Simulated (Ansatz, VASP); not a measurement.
**Two plane-wave programs on Ga**

```
Ga
1.0
     2.78365    0.00000   -0.00959
     0.00000    3.39248    0.00000
    -1.35974    0.00000    4.06241
Ga
2
Direct
  0.86378 0.25000 0.23288
  0.13622 0.75000 0.76712
```

Alike in both runs: functional PBE; k mesh 16 × 12 × 10; occupations gaussian, width 0.1 eV; no spin polarisation.

Ansatz relaxed the structure, and its values are those at the end. VASP's run is a single point on that final structure, the one shown.

```csv
,VASP,Ansatz
version,VASP 6.6.1,Ansatz 0.2.0
potentials or method,"VASP PAW PBE potentials, release 64 (Ga_d), cutoff 520 eV","scalar-relativistic, plane waves, PAW"
valence electrons in the cell,26,26
```

VASP gave:

- gap on the k mesh at the Fermi level (eV): none
- pressure (GPa): 0.1

Question: Which values does Ansatz return?

Answer: gap on the k mesh at the Fermi level (eV): none; pressure (GPa): 0.0.

A gap of «none» marks a metal or a gap that the smearing closes.
